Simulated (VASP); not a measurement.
# Cu (Fm-3m) in VASP: further runs

The runs below take Cu through single point, relaxation of cell and atoms, with HSE06, PBEsol-based screened hybrid with 25 % exact exchange.

All numbers are computed with VASP 6.6.1; they aren't measurements. Logs are shortened: lines on timing, memory, paths and dates and some standing lists are left out, and cuts for length are marked.

## (1) The cell of the first run

It takes space group Fm-3m (No. 225, cubic). Conventional cell: a = 3.639 Å, b = 3.639 Å, c = 3.639 Å, α = 90.00°, β = 90.00°, γ = 90.00°. Within 3.4 Å of Cu (site symmetry m-3m) lie 12 Cu at 2.57 Å.

## (2) Single point, HSE06

POSCAR

```
Cu
1.0
    0.0000000000      1.8194705475      1.8194705475
    1.8194705475      0.0000000000      1.8194705475
    1.8194705475      1.8194705475      0.0000000000
Cu
1
Direct
    0.0000000000      0.0000000000      0.0000000000
```

INCAR.step1

```
PREC     = Accurate       # precision mode
ENCUT    = 520            # plane-wave cutoff, eV
EDIFF    = 1E-5           # SCF threshold, eV
ISMEAR   = -1             # smearing method
SIGMA    = 0.05           # smearing width, eV
LREAL    = F              # projectors in reciprocal space
LASPH    = T              # aspherical terms in the spheres
NELM     = 120            # most SCF steps
ALGO     = Normal         # electronic algorithm
ISIF     = 2              # what is computed and relaxed
LWAVE    = T              # write WAVECAR
LCHARG   = F              # write CHGCAR
NBANDS   = 12             # bands
GGA      = PE             # functional
GGA_COMPAT= F
```

INCAR.step2

```
PREC     = Accurate       # precision mode
ENCUT    = 520            # plane-wave cutoff, eV
EDIFF    = 1E-6           # SCF threshold, eV
ISMEAR   = -1             # smearing method
SIGMA    = 0.05           # smearing width, eV
LREAL    = F              # projectors in reciprocal space
LASPH    = T              # aspherical terms in the spheres
NELM     = 120            # most SCF steps
ALGO     = Normal         # electronic algorithm
ISIF     = 2              # what is computed and relaxed
LWAVE    = F              # write WAVECAR
LCHARG   = F              # write CHGCAR
GGA      = PE             # functional
LHFCALC  = T              # exact exchange
HFSCREEN = 0.2079         # screening, 1/A
PRECFOCK = Normal       
NBANDS   = 12             # bands
ISTART   = 1            
GGA_COMPAT= F
```

KPOINTS

```
Automatic mesh
0
Gamma
  8 8 8
```

Potentials or basis: VASP PAW PBE potentials, release 64 (Cu).

Command:

```sh
cat potpaw_PBE.64/Cu/POTCAR > POTCAR
cp INCAR.step1 INCAR
mpirun -np 1 vasp_std > vasp.out
cp INCAR.step2 INCAR
mpirun -np 1 vasp_std > vasp.out
```

OUTCAR:

```text
PREC = Accurate
   ENCUT = 520
   EDIFF = 1E-6
   ISMEAR = -1
   LREAL = F
   LASPH = T
   NELM = 120
   ISIF = 2
   GGA = PE
   LHFCALC = T
   HFSCREEN = 0.2079
   PRECFOCK = Normal
   ISTART = 1

 ion  position               nearest neighbor table
   1  0.000  0.000  0.000-

  LATTYP: Found a face centered cubic cell.
 ALAT       =     3.6389410950

  Lattice vectors:

 A1 = (   0.0000000000,   1.8194705475,   1.8194705475)
 A2 = (   1.8194705475,   0.0000000000,   1.8194705475)
 A3 = (   1.8194705475,   1.8194705475,   0.0000000000)

Analysis of symmetry for initial positions (statically):
=====================================================================
 Subroutine PRICEL returns:
 Original cell was already a primitive cell.

 Routine SETGRP: Setting up the symmetry group for a
 face centered cubic supercell.

 Subroutine GETGRP returns: Found 48 space group operations
 (whereof 48 operations were pure point group operations)
 out of a pool of 48 trial point group operations.

The static configuration has the point symmetry O_h .

Analysis of symmetry for dynamics (positions and initial velocities):
=====================================================================
 Subroutine PRICEL returns:
 Original cell was already a primitive cell.

 Routine SETGRP: Setting up the symmetry group for a
 face centered cubic supercell.

 Subroutine GETGRP returns: Found 48 space group operations
 (whereof 48 operations were pure point group operations)
 out of a pool of 48 trial point group operations.

The dynamic configuration has the point symmetry O_h .

 Subroutine INISYM returns: Found 48 space group operations
 (whereof 48 operations are pure point group operations),
 and found     1 'primitive' translations

----------------------------------------------------------------------------------------

                                     Primitive cell

  volume of cell :      12.0466

  direct lattice vectors                    reciprocal lattice vectors
     0.000000000  1.819470547  1.819470547    -0.274805218  0.274805218  0.274805218
     1.819470547  0.000000000  1.819470547     0.274805218 -0.274805218  0.274805218
     1.819470547  1.819470547  0.000000000     0.274805218  0.274805218 -0.274805218

  length of vectors
     2.573119925  2.573119925  2.573119925     0.475976599  0.475976599  0.475976599

  position of ions in fractional coordinates (direct lattice)
     0.000000000  0.000000000  0.000000000

  ion indices of the primitive-cell ions
   primitive index   ion index
                 1           1

----------------------------------------------------------------------------------------

 KPOINTS: Automatic mesh

Automatic generation of k-mesh.
 Grid dimensions read from file:
 generate k-points for:    8    8    8

 Generating k-lattice:

  Cartesian coordinates                     Fractional coordinates (reciprocal lattice)
    -0.034350652  0.034350652  0.034350652     0.125000000  0.000000000  0.000000000
     0.034350652 -0.034350652  0.034350652     0.000000000  0.125000000  0.000000000
     0.034350652  0.034350652 -0.034350652     0.000000000  0.000000000  0.125000000

  Length of vectors
     0.059497075  0.059497075  0.059497075

  Shift w.r.t. Gamma in fractional coordinates (k-lattice)
     0.000000000  0.000000000  0.000000000

 Subroutine IBZKPT returns following result:
 ===========================================

 Found     29 irreducible k-points:

 Following reciprocal coordinates:
            Coordinates               Weight
  0.000000  0.000000  0.000000      1.000000
  0.125000  0.000000  0.000000      8.000000
  0.250000  0.000000  0.000000      8.000000
  0.375000  0.000000  0.000000      8.000000
  0.500000  0.000000  0.000000      4.000000
  0.125000  0.125000  0.000000      6.000000
[... 16 lines left out ...]
  0.500000  0.250000  0.125000     48.000000
 -0.375000  0.250000  0.125000     24.000000
 [... further k-points ...]
   k-points           NKPTS =     29   k-points in BZ     NKDIM =    512   number of bands    NBANDS=     12
   number of dos      NEDOS =    301   number of ions     NIONS =      1
   total plane-waves  NPLWV =   8000
   dimension x,y,z NGX =    20 NGY =   20 NGZ =   20
   dimension x,y,z NGXF=    40 NGYF=   40 NGZF=   40
   ions per type =               1
   NGX,Y,Z   is equivalent  to a cutoff of  12.92, 12.92, 12.92 a.u.
   NGXF,Y,Z  is equivalent  to a cutoff of  25.84, 25.84, 25.84 a.u.
 SYSTEM =  unknown system
   PREC   = accura    normal or accurate (medium, high low for compatibility)
   ISTART =      1    job   : 0-new  1-cont  2-samecut
   ICHARG =      0    charge: 1-file 2-atom 10-const
   ISPIN  =      1    spin polarized calculation?
   LNONCOLLINEAR =      F non collinear calculations
   LSORBIT =      F    spin-orbit coupling
   LASPH  =      T    aspherical Exc in radial PAW
   ENCUT  =  520.0 eV  38.22 Ry    6.18 a.u.   4.78  4.78  4.78*2*pi/ulx,y,z
   NELM   =    120;   NELMIN=  2; NELMDL=  0     # of ELM steps
   EDIFF  = 0.1E-05   stopping-criterion for ELM
   LREAL  =      F    real-space projection
   EDIFFG = 0.1E-04   stopping-criterion for IOM
   NSW    =      0    number of steps for IOM
   IBRION =     -1    ionic relax: 0-MD 1-quasi-New 2-CG
   NFREE  =      0    steps in history (QN), initial steepest desc. (CG)
   ISIF   =      2    stress and relaxation
   ISYM   =      3    0-nonsym 1-usesym 2-fastsym
   POTIM  = 0.5000    time-step for ionic-motion
   TEBEG  =    0.0;   TEEND  =   0.0 temperature during run
   PSTRESS=    0.0 pullay stress
   NELECT =      11.0000    total number of electrons
   NUPDOWN=      -1.0000    fix difference up-down
   EMIN   =  10.00;   EMAX   =-10.00  energy-range for DOS
   EFERMI =   0.00;   METHOD = LEGACY
   ISMEAR =    -1;   SIGMA  =   0.05  broadening in eV -4-tet -1-fermi 0-gaus
   EFERMI_NEDOS =   21; number of points for ismear=-14 and -15
   IALGO  =     38    algorithm
   IMIX   =      1    mixing-type and parameters
     AMIX     =   0.40;   BMIX     =  1.00
     AMIX_MAG =   1.60;   BMIX_MAG =  1.00
  volume/ion in A,a.u.               =      12.05        81.29
  Fermi-wavevector in a.u.,A,eV,Ry     =   1.588245  3.001347 34.320977  2.522521
  Thomas-Fermi vector in A             =   2.687278
   LORBIT       =      0    0 simple, 1 ext, 2 COOP (PROOUT), +10 PAW based schemes
   GGA     = PE    functional components
   LHFCALC =     T    Hartree Fock is set to
   PRECFOCK=normal    Normal, Fast or Accurate (Low or Medium for compatibility)
   ENCUT4O =  -1.0   cutoff for four orbital integrals eV
   NKREDX  =     1    reduce k-point grid by
   NKREDY  =     1    reduce k-point grid by
   NKREDZ  =     1    reduce k-point grid by
   AEXX    =    0.2500 exact exchange contribution
   HFSCREEN=    0.2079 screening length (either q_TF or 0.3 A-1)
   HFSCREENC=   0.2079 screening length for correlation (either q_TF or 0.3 A-1)
   ENCUTFOCK=  -1.0 apply spherical cutoff to Coloumb kernel
   IVDW    =     0    specifies the selected vdW correction
   LEPSILON=     F    determine dielectric tensor
   LRPA    =     F    only Hartree local field effects (RPA)
 non-spin polarized calculation
  energy-cutoff  :      520.00
  volume of cell :       12.05
 maximum number of plane-waves:       332
  NGX = 16; NGY = 16; NGZ = 16

 number of electron      10.9999995 magnetization

 Free energy of the ion-electron system (eV)
  ---------------------------------------------------
  ext. energy  EPLUGINS =         0.00000000
  ---------------------------------------------------
  free energy    TOTEN  =        -3.61376035 eV

  energy without entropy =       -3.60983680  energy(sigma->0) =       -3.61179858

 E-fermi :   6.7420     XC(G=0): -10.2185

 val. band max:        6.6535439240   @ k =   0.5000   0.2500   0.1250
 cond. band min:       7.1613109188   @ k =   0.5000   0.1250   0.0000
 fundamental gap:      0.5077669949
 Fermi energy:         6.7419669333

 k-point     1 :       0.0000    0.0000    0.0000
  band No.  band energies     occupation
      1      -3.0653      2.00000
      2       2.7290      2.00000
      3       2.7290      2.00000
      4       2.7290      2.00000
      5       3.5244      2.00000
      6       3.5244      2.00000
      7      30.7247      0.00000
      8      33.5929      0.00000
      9      33.5929      0.00000
     10      33.5929      0.00000
     11      36.1999      0.00000
     12      36.1999      0.00000

 k-point     2 :       0.1250    0.0000    0.0000
  band No.  band energies     occupation
      1      -2.4395      2.00000
      2       2.6273      2.00000
      3       2.8297      2.00000
      4       2.8297      2.00000
      5       3.5015      2.00000
      6       3.5015      2.00000
      7      27.0986      0.00000
      8      31.4005      0.00000
      9      32.4378      0.00000
     10      32.4378      0.00000
     11      37.8816      0.00000
     12      38.0068      0.00000

 k-point     3 :       0.2500    0.0000    0.0000
  band No.  band energies     occupation
      1      -0.7616      2.00000
      2       2.5919      2.00000
      3       2.8772      2.00000
      4       2.8772      2.00000
      5       3.6648      2.00000
      6       3.6648      2.00000
      7      20.6379      0.00000
      8      30.5961      0.00000
      9      31.2467      0.00000
     10      31.2467      0.00000
     11      36.8776      0.00000
     12      36.8776      0.00000
[... 286 lines left out ...]
 k-point    23 :       0.5000    0.2500    0.1250
  band No.  band energies     occupation
      1       1.4572      2.00000
      2       2.2219      2.00000
      3       2.5086      2.00000
      4       3.3090      2.00000
      5       3.9983      2.00000
      6       6.6535      1.70853
      7      16.0195      0.00000
      8      21.6704      0.00000
      9      24.6595      0.00000
     10      32.2140      0.00000
     11      35.7845      0.00000
     12      39.6202      0.00000

 k-point    24 :      -0.3750    0.2500    0.1250
  band No.  band energies     occupation
      1       1.5600      2.00000
      2       2.1423      2.00000
      3       2.8192      2.00000
      4       3.1838      2.00000
      5       4.1901      2.00000
      6       9.4599      0.00000
      7      12.0490      0.00000
      8      22.3364      0.00000
      9      22.8970      0.00000
     10      31.8954      0.00000
     11      35.6876      0.00000
     12      43.0684      0.00000

 [... further k-points ...]

------------------------ aborting loop because EDIFF is reached ----------------------------------------

  FORCE on cell =-STRESS in cart. coord.  units (eV):
  Direction    XX          YY          ZZ          XY          YZ          ZX
  --------------------------------------------------------------------------------------
  -------------------------------------------------------------------------------------
  Total        0.0241122      0.0241122      0.0241122      0.0000000     -0.0000000      0.0000000
  in kB        3.2068755      3.2068755      3.2068755      0.0000000     -0.0000000      0.0000000
  external PRESSURE =       3.2068755 kB  Pullay stress =       0.0000000 kB

 VOLUME and BASIS-vectors are now :
 -----------------------------------------------------------------------------
  energy-cutoff  :      520.00
  volume of cell :       12.05
      direct lattice vectors                 reciprocal lattice vectors
     0.000000000  1.819470547  1.819470547    -0.274805218  0.274805218  0.274805218
     1.819470547  0.000000000  1.819470547     0.274805218 -0.274805218  0.274805218
     1.819470547  1.819470547  0.000000000     0.274805218  0.274805218 -0.274805218

 POSITION                                       TOTAL-FORCE (eV/Angst)
 -----------------------------------------------------------------------------------
      0.00000      0.00000      0.00000         0.000000      0.000000      0.000000
 -----------------------------------------------------------------------------------
    total drift:                                0.000007      0.000010      0.000006

  FREE ENERGIE OF THE ION-ELECTRON SYSTEM (eV)
  ---------------------------------------------------
  free  energy   TOTEN  =        -3.6137603497 eV

  energy  without entropy=       -3.6098368031  energy(sigma->0) =       -3.61179858
```

Wall time 33 min (1 thread of Intel Xeon 8259CL, shared host); peak memory 0.23 GiB.

Results:

```yaml
Free_energy: -3.6138 eV
Pressure: 0.3 GPa
Band_gap_on_the_k_mesh: zero (an odd number of electrons rules out a gap without spin polarisation)
```

Levels at points of the mesh, in eV from the Fermi level:
```csv
k point,band 2,band 3,band 4,band 5,band 6,band 7,band 8,band 9,band 10,band 11
"(0.00, 0.00, 0.00)",-4.01,-4.01,-4.01,-3.22,-3.22,23.98,26.85,26.85,26.85,29.46
"(0.50, 0.00, 0.00)",-4.08,-4.08,-2.50,-2.50,-0.55,4.73,22.41,23.77,23.77,26.70
"(0.50, 0.50, 0.00)",-5.45,-2.61,-2.30,-2.30,2.35,8.32,14.54,14.54,19.15,21.91
```

Caveat: the k points lie up to 0.37 Å⁻¹ apart, too coarse for converged energies and pressures of a metal; the PAW data sets were made with another functional, which shifts forces and pressure a little.

[end of part 1 of 2]
